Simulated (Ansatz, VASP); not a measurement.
## MnSe in VASP and in Ansatz

```xyz
4
Lattice="3.6133 0.0000 0.0000 0.0000 3.6133 0.0000 0.0000 0.0000 6.2464" Properties=species:S:1:pos:R:3 pbc="T T T"
Mn    0.0000    0.0000    0.0000
Mn    1.8066    1.8066    0.0000
Se    1.8066    0.0000    4.6867
Se    0.0000    1.8066    1.5596
```

Alike in both runs: task single point; functional LDA; k mesh 7 × 7 × 5; occupations fermi-dirac, width 0.05 eV; collinear spin.

|  | VASP | Ansatz |
| --- | --- | --- |
| version | VASP 6.6.1 | Ansatz 0.2.0 |
| potentials or method | VASP PAW LDA potentials, release 64 (Mn_pv, Se) | PAW with Ansatz's default frozen-core files, scalar-relativistic |
| plane-wave cutoff (eV) | 520 | 420 |
| valence electrons in the cell | 38 | 62 |

```csv
,VASP,Ansatz,Ansatz less VASP
pressure (GPa),-3.4,-1.3,+2.06
"traceless stress, the component that is largest in VASP (GPa)",-1.25,-2.23,-0.983
rms of the force components (eV/Å),0.190,0.131,-0.0596
net moment per atom (μB),0.00,0.00,0.000
size of the moment on the site where the two differ most (μB),2.25,2.46,+0.215
```

LDA's correlation is that of Perdew and Zunger in VASP and of Perdew and Wang (1992) in Ansatz. Site moments also hang on the region over which each program counts them. Atom by atom the forces differ by 0.060 eV/Å (rms over components). VASP's potentials hold 38 valence electrons a cell and Ansatz's 62, so a difference there can come from the potentials and not from the codes.
